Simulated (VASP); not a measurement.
# In2HgSb4 (I-4) in VASP: density of states with PBE

Aim: the density of states of In2HgSb4 with PBE.

Program: VASP 6.6.1. These are calculated values, not measurements. Logs are shortened: lines on timing, memory, paths and dates and some standing lists are left out, and cuts for length are marked.

### Step 1. The cell of the first run

Symmetry: I-4, No. 82, tetragonal system. Conventional cell: a = 5.890 Å, b = 5.890 Å, c = 12.058 Å, α = 90.00°, β = 90.00°, γ = 90.00°. Sb (site symmetry 1) has 2 In at 2.63 to 2.66 Å and 1 Hg at 2.66 Å within 3.5 Å. Within 3.5 Å of Hg (site symmetry -4) lie 4 Sb at 2.66 Å. In (site symmetry -4) has 4 Sb at 2.63 Å within 3.5 Å. In (site symmetry -4) has 4 Sb at 2.66 Å within 3.5 Å.

### Step 2. Density of states, PBE

Input file POSCAR:

```
In2HgSb4
1.0
    0.0000000000      5.8899060000      0.0000000000
    5.8899060000      0.0000000000      0.0000000000
    2.9449530000      2.9449530000     -6.0288770000
Sb Hg In
4 1 2
Direct
    0.3670000000      0.4070000000      0.7260000000
    0.5930000000      0.0930000000      0.2740000000
    0.9070000000      0.8670000000      0.7260000000
    0.1330000000      0.6330000000      0.2740000000
    0.0000000000      0.0000000000      0.0000000000
    0.7500000000      0.2500000000      0.5000000000
    0.5000000000      0.5000000000      0.0000000000
```

Input file INCAR.step1:

```
  PREC = Accurate
  ENCUT = 400
  EDIFF = 1E-6
  ISMEAR = 1
  SIGMA = 0.0213
  LREAL = F
  LASPH = T
  NELM = 120
  ALGO = Normal
  ISIF = 2
  LWAVE = F
  LCHARG = T
  GGA = PE
  NBANDS = 38
  GGA_COMPAT = F
  NEDOS = 2001
  LORBIT = 11
```

Input file KPOINTS.step1:

```
regular mesh
0
Gamma
  5 5 5
```

Input file INCAR.step2:

```
  PREC = Accurate
  ENCUT = 400
  EDIFF = 1E-6
  ISMEAR = -5
  SIGMA = 0.0213
  LREAL = F
  LASPH = T
  NELM = 120
  ALGO = Normal
  ISIF = 2
  LWAVE = F
  LCHARG = F
  GGA = PE
  LORBIT = 11
  NEDOS = 1001
  ICHARG = 11
  GGA_COMPAT = F
```

Input file KPOINTS.step2:

```
regular mesh
0
Gamma
  8 8 8
```

Potentials or basis: VASP PAW PBE potentials, release 64 (Sb, Hg, In_d).

Launch:

```bash
$ cat potpaw_PBE.64/Sb/POTCAR potpaw_PBE.64/Hg/POTCAR potpaw_PBE.64/In_d/POTCAR > POTCAR
$ cp INCAR.step1 INCAR
$ cp KPOINTS.step1 KPOINTS
$ mpirun -np 1 vasp_std > vasp.out
$ cp INCAR.step2 INCAR
$ cp KPOINTS.step2 KPOINTS
$ mpirun -np 1 vasp_std > vasp.out
```

OUTCAR:

```text
PREC = Accurate
   ENCUT = 400
   EDIFF = 1E-6
   ISMEAR = -5
   LREAL = F
   LASPH = T
   NELM = 120
   ISIF = 2
   GGA = PE
   LORBIT = 11
   ICHARG = 11

 ion  position               nearest neighbor table
   1  0.367  0.407  0.726-   6 2.63   5 2.66   7 2.66
   2  0.593  0.093  0.274-   6 2.63   5 2.66   7 2.66
   3  0.907  0.867  0.726-   6 2.63   7 2.66   5 2.66
   4  0.133  0.633  0.274-   6 2.63   5 2.66   7 2.66
   5  0.000  0.000  0.000-   1 2.66   2 2.66   4 2.66   3 2.66
   6  0.750  0.250  0.500-   2 2.63   1 2.63   3 2.63   4 2.63
   7  0.500  0.500  0.000-   3 2.66   2 2.66   4 2.66   1 2.66

  LATTYP: Found a body centered tetragonal cell.
 ALAT       =     5.8899060000
 C/A-ratio  =     2.0471895477

  Lattice vectors:

 A1 = (  -2.9449530000,   2.9449530000,   6.0288770000)
 A2 = (   2.9449530000,  -2.9449530000,   6.0288770000)
 A3 = (   2.9449530000,   2.9449530000,  -6.0288770000)

Analysis of symmetry for initial positions (statically):
=====================================================================
 Subroutine PRICEL returns:
 Original cell was already a primitive cell.

 Routine SETGRP: Setting up the symmetry group for a
 body centered tetragonal supercell.

 Subroutine GETGRP returns: Found  4 space group operations
 (whereof  4 operations were pure point group operations)
 out of a pool of 16 trial point group operations.

The static configuration has the point symmetry S_4 .

Analysis of symmetry for dynamics (positions and initial velocities):
=====================================================================
 Subroutine PRICEL returns:
 Original cell was already a primitive cell.

 Routine SETGRP: Setting up the symmetry group for a
 body centered tetragonal supercell.

 Subroutine GETGRP returns: Found  4 space group operations
 (whereof  4 operations were pure point group operations)
 out of a pool of 16 trial point group operations.

The dynamic configuration has the point symmetry S_4 .

 Subroutine INISYM returns: Found  4 space group operations
 (whereof  4 operations are pure point group operations),
 and found     1 'primitive' translations

----------------------------------------------------------------------------------------

                                     Primitive cell

  volume of cell :     209.1477

  direct lattice vectors                    reciprocal lattice vectors
     0.000000000  5.889906000  0.000000000     0.000000000  0.169781997  0.082934185
     5.889906000  0.000000000  0.000000000     0.169781997  0.000000000  0.082934185
     2.944953000  2.944953000 -6.028877000     0.000000000  0.000000000 -0.165868370

  length of vectors
     5.889906000  5.889906000  7.327540803     0.188955035  0.188955035  0.165868370

  position of ions in fractional coordinates (direct lattice)
     0.367000000  0.407000000  0.726000000
     0.593000000  0.093000000  0.274000000
     0.907000000  0.867000000  0.726000000
     0.133000000  0.633000000  0.274000000
     0.000000000  0.000000000  0.000000000
     0.750000000  0.250000000  0.500000000
     0.500000000  0.500000000  0.000000000

  ion indices of the primitive-cell ions
   primitive index   ion index
                 1           1
                 2           2
                 3           3
                 4           4
                 5           5
                 6           6
                 7           7

----------------------------------------------------------------------------------------

 KPOINTS: regular mesh

Automatic generation of k-mesh.
 Grid dimensions read from file:
 generate k-points for:    8    8    8

 Generating k-lattice:

  Cartesian coordinates                     Fractional coordinates (reciprocal lattice)
     0.000000000  0.021222750  0.010366773     0.125000000  0.000000000  0.000000000
     0.021222750  0.000000000  0.010366773     0.000000000  0.125000000  0.000000000
     0.000000000  0.000000000 -0.020733546     0.000000000  0.000000000  0.125000000

  Length of vectors
     0.023619379  0.023619379  0.020733546

  Shift w.r.t. Gamma in fractional coordinates (k-lattice)
     0.000000000  0.000000000  0.000000000

 TETIRR: Found   1232 inequivalent tetrahedra from     3072

 Subroutine IBZKPT returns following result:
 ===========================================

 Found     78 irreducible k-points:

 Following reciprocal coordinates:
            Coordinates               Weight
  0.000000  0.000000  0.000000      1.000000
  0.125000  0.000000 -0.000000      8.000000
  0.250000  0.000000 -0.000000      8.000000
  0.375000  0.000000 -0.000000      8.000000
  0.500000  0.000000 -0.000000      4.000000
  0.125000  0.125000 -0.000000      8.000000
[... 16 lines left out ...]
 -0.375000  0.250000  0.000000      8.000000
 -0.250000  0.375000 -0.000000      8.000000
 [... further k-points ...]
   k-points           NKPTS =     78   k-points in BZ     NKDIM =     78   number of bands    NBANDS=     34
   number of dos      NEDOS =   1001   number of ions     NIONS =      7
   total plane-waves  NPLWV =  76800
   dimension x,y,z NGX =    40 NGY =   40 NGZ =   48
   dimension x,y,z NGXF=    80 NGYF=   80 NGZF=   96
   ions per type =               4   1   2
   NGX,Y,Z   is equivalent  to a cutoff of  11.29, 11.29, 10.89 a.u.
   NGXF,Y,Z  is equivalent  to a cutoff of  22.58, 22.58, 21.78 a.u.
 SYSTEM =  unknown system
   PREC   = accura    normal or accurate (medium, high low for compatibility)
   ISTART =      0    job   : 0-new  1-cont  2-samecut
   ICHARG =     11    charge: 1-file 2-atom 10-const
   ISPIN  =      1    spin polarized calculation?
   LNONCOLLINEAR =      F non collinear calculations
   LSORBIT =      F    spin-orbit coupling
   LASPH  =      T    aspherical Exc in radial PAW
   ENCUT  =  400.0 eV  29.40 Ry    5.42 a.u.   9.60  9.60 11.95*2*pi/ulx,y,z
   NELM   =    120;   NELMIN=  2; NELMDL=  0     # of ELM steps
   EDIFF  = 0.1E-05   stopping-criterion for ELM
   LREAL  =      F    real-space projection
   EDIFFG = 0.1E-04   stopping-criterion for IOM
   NSW    =      0    number of steps for IOM
   IBRION =     -1    ionic relax: 0-MD 1-quasi-New 2-CG
   NFREE  =      0    steps in history (QN), initial steepest desc. (CG)
   ISIF   =      2    stress and relaxation
   ISYM   =      2    0-nonsym 1-usesym 2-fastsym
   POTIM  = 0.5000    time-step for ionic-motion
   TEBEG  =    0.0;   TEEND  =   0.0 temperature during run
   PSTRESS=    0.0 pullay stress
   NELECT =      58.0000    total number of electrons
   NUPDOWN=      -1.0000    fix difference up-down
   EMIN   =  10.00;   EMAX   =-10.00  energy-range for DOS
   EFERMI =   0.00;   METHOD = LEGACY
   ISMEAR =    -5;   SIGMA  =   0.02  broadening in eV -4-tet -1-fermi 0-gaus
   EFERMI_NEDOS =   21; number of points for ismear=-14 and -15
   IALGO  =     38    algorithm
   IMIX   =      4    mixing-type and parameters
     AMIX     =   0.40;   BMIX     =  1.00
     AMIX_MAG =   1.60;   BMIX_MAG =  1.00
  volume/ion in A,a.u.               =      29.88       201.63
  Fermi-wavevector in a.u.,A,eV,Ry     =   1.067578  2.017431 15.506882  1.139724
  Thomas-Fermi vector in A             =   2.203199
   LORBIT       =     11    0 simple, 1 ext, 2 COOP (PROOUT), +10 PAW based schemes
   GGA     = PE    functional components
   LHFCALC =     F    Hartree Fock is set to
   AEXX    =    0.0000 exact exchange contribution
   IVDW    =     0    specifies the selected vdW correction
   LEPSILON=     F    determine dielectric tensor
   LRPA    =     F    only Hartree local field effects (RPA)
 non-spin polarized calculation
 Fermi weights with tetrahedron method with Bloechl corrections
  energy-cutoff  :      400.00
  volume of cell :      209.15
 maximum number of plane-waves:      3840
 NGX is ok and might be reduce to    40

 number of electron      58.0000010 magnetization

 Free energy of the ion-electron system (eV)
  ---------------------------------------------------
  ext. energy  EPLUGINS =         0.00000000
  ---------------------------------------------------
  free energy    TOTEN  =       -18.70854006 eV

  energy without entropy =      -18.70854006  energy(sigma->0) =      -18.70854006

 E-fermi :   5.4885     XC(G=0):  -9.4082

 val. band max:        5.5626428721   @ k =  -0.3750  -0.3750   0.1250
 cond. band min:       5.4422132801   @ k =   0.0000   0.0000   0.5000
 fundamental gap:     -0.1204295919
 Fermi energy:         5.4885039088

 k-point     1 :       0.0000    0.0000    0.0000
  band No.  band energies     occupation
      1      -9.1693      2.00000
      2      -9.1348      2.00000
      3      -9.1348      2.00000
      4      -9.0184      2.00000
      5      -9.0184      2.00000
      6      -9.0132      2.00000
[... 26 lines left out ...]
     33       8.3827      0.00000
     34       8.4994      0.00000

 k-point     2 :       0.1250    0.0000   -0.0000
  band No.  band energies     occupation
      1      -9.1704      2.00000
      2      -9.1360      2.00000
      3      -9.1320      2.00000
      4      -9.0239      2.00000
      5      -9.0180      2.00000
      6      -9.0109      2.00000
[... 26 lines left out ...]
     33       8.6148      0.00000
     34       8.8752      0.00000

 k-point     3 :       0.2500    0.0000   -0.0000
  band No.  band energies     occupation
      1      -9.1726      2.00000
      2      -9.1390      2.00000
      3      -9.1249      2.00000
      4      -9.0343      2.00000
      5      -9.0168      2.00000
      6      -9.0092      2.00000
[... 26 lines left out ...]
     33       8.9919      0.00000
     34       9.2535      0.00000

 k-point     4 :       0.3750    0.0000   -0.0000
  band No.  band energies     occupation
      1      -9.1744      2.00000
      2      -9.1421      2.00000
      3      -9.1167      2.00000
      4      -9.0450      2.00000
      5      -9.0154      2.00000
      6      -9.0088      2.00000
[... 26 lines left out ...]
     33       9.2892      0.00000
     34       9.4994      0.00000

 k-point     5 :       0.5000    0.0000   -0.0000
  band No.  band energies     occupation
      1      -9.1751      2.00000
      2      -9.1433      2.00000
      3      -9.1126      2.00000
      4      -9.0500      2.00000
      5      -9.0146      2.00000
      6      -9.0088      2.00000
[... 621 lines left out ...]
 k-point    22 :      -0.2500    0.5000   -0.0000
  band No.  band energies     occupation
      1      -9.1813      2.00000
      2      -9.1349      2.00000
      3      -9.1084      2.00000
      4      -9.0515      2.00000
      5      -9.0341      2.00000
      6      -9.0036      2.00000
[... 26 lines left out ...]
     33       9.0789      0.00000
     34       9.3630      0.00000

 k-point    23 :      -0.3750    0.2500    0.0000
  band No.  band energies     occupation
      1      -9.1813      2.00000
      2      -9.1276      2.00000
      3      -9.1176      2.00000
      4      -9.0504      2.00000
      5      -9.0282      2.00000
      6      -9.0063      2.00000
[... 26 lines left out ...]
     33       8.8231      0.00000
     34       9.2966      0.00000

 k-point    24 :      -0.2500    0.3750   -0.0000
  band No.  band energies     occupation
      1      -9.1806      2.00000
      2      -9.1333      2.00000
      3      -9.1124      2.00000
      4      -9.0452      2.00000
      5      -9.0358      2.00000
      6      -9.0040      2.00000
[... 26 lines left out ...]
     33       8.8479      0.00000
     34       9.3128      0.00000

 [... further k-points ...]

------------------------ aborting loop because EDIFF is reached ----------------------------------------

  FORCE on cell =-STRESS in cart. coord.  units (eV):
  Direction    XX          YY          ZZ          XY          YZ          ZX
  --------------------------------------------------------------------------------------
  -------------------------------------------------------------------------------------
  Total       14.3389796     14.3389796     13.9919513      0.0000004      0.0000000      0.0000000
  in kB      109.8438326    109.8438326    107.1854204      0.0000034      0.0000000      0.0000000
  external PRESSURE =     108.9576952 kB  Pullay stress =       0.0000000 kB

 VOLUME and BASIS-vectors are now :
 -----------------------------------------------------------------------------
  energy-cutoff  :      400.00
  volume of cell :      209.15
      direct lattice vectors                 reciprocal lattice vectors
     0.000000000  5.889906000  0.000000000     0.000000000  0.169781997  0.082934185
     5.889906000  0.000000000  0.000000000     0.169781997  0.000000000  0.082934185
     2.944953000  2.944953000 -6.028877000     0.000000000  0.000000000 -0.165868370

 POSITION                                       TOTAL-FORCE (eV/Angst)
 -----------------------------------------------------------------------------------
      4.53523      4.29963     -4.37696         1.131599     -1.555994      0.741587
      1.35468      4.29963     -1.65191        -1.555994     -1.131599     -0.741587
      7.24458      7.48018     -4.37696        -1.131599      1.555994      0.741587
      4.53523      1.59027     -1.65191         1.555994      1.131599     -0.741587
      0.00000      0.00000      0.00000         0.000000      0.000000      0.000000
      2.94495      5.88991     -3.01444        -0.000000      0.000000      0.000000
      2.94495      2.94495      0.00000         0.000000      0.000000      0.000000
 -----------------------------------------------------------------------------------
    total drift:                               -0.000016     -0.000016     -0.000001

  FREE ENERGIE OF THE ION-ELECTRON SYSTEM (eV)
  ---------------------------------------------------
  free  energy   TOTEN  =       -18.7085400593 eV

  energy  without entropy=      -18.7085400593  energy(sigma->0) =      -18.70854006

 total charge

# of ion       s       p       d       tot
------------------------------------------
    1        1.182   1.263   0.031   2.476
    2        1.182   1.263   0.031   2.476
    3        1.182   1.263   0.031   2.476
    4        1.182   1.263   0.031   2.476
    5        0.849   0.566   9.283  10.697
    6        0.914   0.912   9.879  11.705
    7        0.911   0.866   9.873  11.650
--------------------------------------------------
tot          7.401   7.397  29.160  43.958
```

Run time: 11 min. Hardware: 1 thread of Intel Xeon 8259CL, shared host; peak memory 0.51 GiB.

Results:

```yaml
Valence_electrons_inside_the_program's_atomic_spheres: Sb 2.48; Hg 10.70; In 11.71, 11.65
```

Levels at points of the mesh, in eV from the Fermi level:
| k point | band 27 | band 28 | band 29 | band 30 | band 31 | band 32 |
| --- | --- | --- | --- | --- | --- | --- |
| (0.00, 0.00, 0.00) | -1.26 | -1.26 | 1.17 | 1.71 | 1.71 | 2.35 |
| (0.50, 0.00, 0.00) | -1.21 | -1.03 | -0.74 | -0.03 | 0.48 | 3.62 |
| (0.50, 0.50, 0.00) | -0.02 | 0.36 | 0.54 | 0.57 | 0.71 | 2.18 |
| (0.00, 0.00, 0.50) | -1.16 | -0.32 | -0.32 | -0.05 | -0.05 | 1.65 |

Caveat: spin-orbit coupling is left out, which moves the levels of the heavy elements; tetrahedron occupations give inexact forces and stress in metals.
